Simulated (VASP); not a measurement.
# Na (Im-3m) in VASP: a series of runs, part 2 of 2

VASP 6.6.1.

**3. Relaxation of cell and atoms, PBEsol+D4**

The input, INCAR:

```
SYSTEM = Na
PREC = Accurate
ENCUT = 600
EDIFF = 1E-6
ISMEAR = 1
SIGMA = 0.1
LREAL = .False.
LASPH = .True.
NELM = 60
ALGO = Normal
ISIF = 3
LWAVE = .False.
LCHARG = .False.
GGA = PS
IVDW = 13
IBRION = 2
NSW = 80
EDIFFG = -0.02
```

The input, KPOINTS:

```
regular mesh
0
Gamma
  9 9 9
  0 0 0
```

The input, POSCAR:

```
Na
1.0
    3.7083207800      0.0000000000      0.0000000000
   -1.2361069264      3.4962383606      0.0000000000
   -1.2361069264     -1.7481191797      3.0278312383
Na
1
Direct
    0.0000000000      0.0000000000      0.0000000000
```

Potentials or basis: VASP PAW PBE potentials, release 64 (Na_pv).

Launch:

```sh
cat potpaw_PBE.64/Na_pv/POTCAR > POTCAR
mpirun -np 1 vasp_std > vasp.out
```

OUTCAR:

```text
SYSTEM = Na
   PREC = Accurate
   ENCUT = 600
   EDIFF = 1E-6
   ISMEAR = 1
   LREAL = .False.
   LASPH = .True.
   NELM = 60
   ISIF = 3
   GGA = PS
   IVDW = 13
   IBRION = 2
   NSW = 80
   EDIFFG = -0.02

 ion  position               nearest neighbor table
   1  0.000  0.000  0.000-

  LATTYP: Found a body centered cubic cell.
 ALAT       =     4.2820000012

  Lattice vectors:

 A1 = (   3.7083207800,   0.0000000000,   0.0000000000)
 A2 = (  -1.2361069264,   3.4962383606,   0.0000000000)
 A3 = (  -1.2361069264,  -1.7481191797,   3.0278312383)

Analysis of symmetry for initial positions (statically):
=====================================================================
 Subroutine PRICEL returns:
 Original cell was already a primitive cell.

 Routine SETGRP: Setting up the symmetry group for a
 body centered cubic supercell.

 Subroutine GETGRP returns: Found 48 space group operations
[... 9 lines left out ...]

 Routine SETGRP: Setting up the symmetry group for a
 body centered cubic supercell.

 Subroutine GETGRP returns: Found 48 space group operations
[... 11 lines left out ...]
                                     Primitive cell

  volume of cell :      39.2564

  direct lattice vectors                    reciprocal lattice vectors
     3.708320780  0.000000000  0.000000000     0.269663834  0.095340563  0.165134699
[... 123 lines left out ...]

--------------------------------------- Ionic step        1  -------------------------------------------

 number of electron       7.0000007 magnetization

 Free energy of the ion-electron system (eV)
  ---------------------------------------------------
  ext. energy  EPLUGINS =         0.00000000
  ---------------------------------------------------
  free energy    TOTEN  =        -1.39881981 eV

  energy without entropy =       -1.39861831  energy(sigma->0) =       -1.39875264

------------------------ aborting loop because EDIFF is reached ----------------------------------------

  DFT-D4 for vdW energy calculation

  Edisp (eV):   -0.00738
[... 69 lines left out ...]
--------------------------------------- Ionic step        3  -------------------------------------------

 number of electron       6.9999992 magnetization

 Free energy of the ion-electron system (eV)
  ---------------------------------------------------
  ext. energy  EPLUGINS =         0.00000000
  ---------------------------------------------------
  free energy    TOTEN  =        -1.40464709 eV

  energy without entropy =       -1.40442612  energy(sigma->0) =       -1.40457343

 E-fermi :   0.3345     XC(G=0):  -6.5790

 val. band max:        0.2757639893   @ k =  -0.3333   0.4444   0.1111
 cond. band min:       0.4760213296   @ k =   0.4444  -0.0000   0.0000
 fundamental gap:      0.2002573403
 Fermi energy:         0.3344542634

 k-point     1 :       0.0000    0.0000    0.0000
  band No.  band energies     occupation
      1     -24.3728      2.00000
      2     -24.3728      2.00000
      3     -24.3728      2.00000
      4      -2.9505      2.00000
      5      12.3136      0.00000
      6      12.3136      0.00000
      7      12.3136      0.00000
[... 221 lines left out ...]
 k-point    24 :      -0.4444   -0.4444    0.1111
  band No.  band energies     occupation
      1     -24.4089      2.00000
      2     -24.3922      2.00000
      3     -24.3792      2.00000
      4       1.6839     -0.00000
      5       2.2230     -0.00000
      6       5.7387      0.00000
      7       9.3914      0.00000

 [... further k-points ...]

------------------------ aborting loop because EDIFF is reached ----------------------------------------

  DFT-D4 for vdW energy calculation

  Edisp (eV):   -0.00807
[... 24 lines left out ...]
  FREE ENERGIE OF THE ION-ELECTRON SYSTEM (eV)
  ---------------------------------------------------
  free  energy   TOTEN  =        -1.4127151238 eV

  energy  without entropy=       -1.4124941578  energy(sigma->0) =       -1.41264147

 reached required accuracy - stopping structural energy minimisation
```

CONTCAR:

```text
Na
   1.00000000000000
     3.6028003662674952   -0.0000000000080483   -0.0000000000139401
    -1.2009334551710076    3.3967527604531549   -0.0000000000150675
    -1.2009334551710076   -1.6983763796566993    2.9416741812456966
  Na
     1
Direct
     0.0000000000000000    0.0000000000000000    0.0000000000000000

  0.00000000E+00  0.00000000E+00  0.00000000E+00
```

It took 15 s on 1 thread of Intel Xeon Platinum 8259CL at 2.50GHz (Skylake/Cascade Lake), shared host; peak memory 0.16 GiB.

What came out:

```
Free energy                            : -1.4127 eV
Relaxed volume                         : 36.00 Å³/atom
Relaxed cell                           : a = 3.603 Å, b = 3.603 Å, c = 3.603 Å, α = 109.47°, β = 109.47°, γ = 109.47°
Space group after relaxing (to 0.05 Å) : Im-3m (No. 229)
Energy gained by relaxing              : 6.5 meV/atom
Ionic steps                            : 3
Pressure after relaxing                : 0.0 GPa
Dispersion energy per atom             : -0.008 eV
```

Step by step:
```tsv
step	energy change (eV)	largest force (eV/Å)	pressure (GPa)	volume (Å³)
1	0.0000	0.0000	-0.60	39.26
2	-0.0027	0.0000	-0.48	38.42
3	-0.0065	0.0000	-0.03	36.00
```

Final structure:
```
CELL_PARAMETERS angstrom
3.60280 0.00000 0.00000
-1.20093 3.39675 0.00000
-1.20093 -1.69838 2.94167
ATOMIC_POSITIONS crystal
Na 0.00000 0.00000 0.00000
```

Levels at points of the mesh, in eV from the Fermi level:
```
           k point  band 1  band 2  band 3  band 4  band 5  band 6  band 7
(0.00, 0.00, 0.00)  -24.71  -24.71  -24.71   -3.28   11.98   11.98   11.98
```

Caveat: the PAW data sets were made with another functional, which shifts forces and pressure a little; pairwise dispersion overbinds metals, which lowers pressure and volume.

**4. Single point, revPBE**

The input, INCAR:

```
SYSTEM = Na
ALGO = Normal ; EDIFF = 1E-7
ENCUT = 520 ; GGA = RE
ISIF = 2 ; ISMEAR = -1
LASPH = .TRUE. ; LCHARG = .FALSE.
LREAL = .FALSE. ; LWAVE = .FALSE.
NBANDS = 10 ; NELM = 80
PREC = Accurate ; SIGMA = 0.1
```

The input, KPOINTS:

```
k-points
0
G
  9 9 9
  0 0 0
```

The input, POSCAR:

```
Na
1.0
   -2.1410000000      2.1410000000      2.1410000000
    2.1410000000     -2.1410000000      2.1410000000
    2.1410000000      2.1410000000     -2.1410000000
Na
1
Direct
    0.0000000000      0.0000000000      0.0000000000
```

Launch:

```sh
cat potpaw_PBE.64/Na_pv/POTCAR > POTCAR
mpirun -np 1 vasp_std > vasp.out
```

It took 8.5 s on 1 thread of Intel Xeon Platinum 8375C at 2.90GHz (Ice Lake), shared host; peak memory 0.14 GiB.

The run converged. Its results:

```
Free energy : -1.2146 eV
Pressure    : 0.0 GPa
```

Levels at points of the mesh, in eV from the Fermi level:
```
           k point  band 1  band 2  band 3  band 4  band 5  band 6
(0.00, 0.00, 0.00)  -24.97  -24.97  -24.97   -3.16   11.40   11.40
```

Caveat: the PAW data sets were made with another functional, which shifts forces and pressure a little.

**5. Single point, SVWN5**

The input, INCAR:

```
  PREC = Accurate
  ENCUT = 520
  EDIFF = 1E-7
  ISMEAR = -1
  SIGMA = 0.1
  LREAL = False
  LASPH = True
  NELM = 80
  ALGO = Fast
  ISIF = 2
  LWAVE = False
  LCHARG = False
  GGA = VW
  NBANDS = 10
```

The input, KPOINTS:

```
regular mesh
0
Gamma
  9 9 9
```

POSCAR is that of step 4.

Launch:

```sh
cat potpaw_PBE.64/Na_pv/POTCAR > POTCAR
mpirun -np 1 vasp_std > vasp.out
```

Run time: 9.2 s. Hardware: 1 thread of Intel Xeon Platinum 8375C at 2.90GHz (Ice Lake), shared host; peak memory 0.13 GiB.

The run converged. Its results:

```
Free energy : -1.4214 eV
Pressure    : -1.1 GPa
```

Levels at points of the mesh, in eV from the Fermi level:
```
           k point  band 1  band 2  band 3  band 4  band 5  band 6
(0.00, 0.00, 0.00)  -24.97  -24.97  -24.97   -3.17   11.30   11.30
```

Caveat: the PAW data sets were made with another functional, which shifts forces and pressure a little.

**6. Overview**

```csv
task,level,potentials or basis,cell,cutoff (eV),smearing,gap on the mesh (eV),pressure (GPa)
single point,LDA,"VASP PAW LDA potentials, release 64 (Na_pv)","a = 3.708 Å, angles 109.5°, 1 atom",520,gaussian 0.05 eV,none,-1.1
relaxation of cell and atoms,PBEsol+D4,"VASP PAW PBE potentials, release 64 (Na_pv)","relaxed from a = 3.708 Å, angles 109.5°, 1 atom",600,methfessel-paxton 0.1 eV,none,0.0
single point,revPBE,"VASP PAW PBE potentials, release 64 (Na_pv)","a = 3.708 Å, angles 109.5°, 1 atom",520,fermi-dirac 0.1 eV,none,0.0
single point,SVWN5,"VASP PAW PBE potentials, release 64 (Na_pv)","a = 3.708 Å, angles 109.5°, 1 atom",520,fermi-dirac 0.1 eV,none,-1.1
```

Alike in all rows: no spin polarisation; k mesh 9 × 9 × 9.

Caveats: the PAW data sets were made with another functional, which shifts forces and pressure a little (some runs); pairwise dispersion overbinds metals, which lowers pressure and volume (some runs).

Total energies depend on the potentials used, so only differences within one code and one set of settings carry meaning.
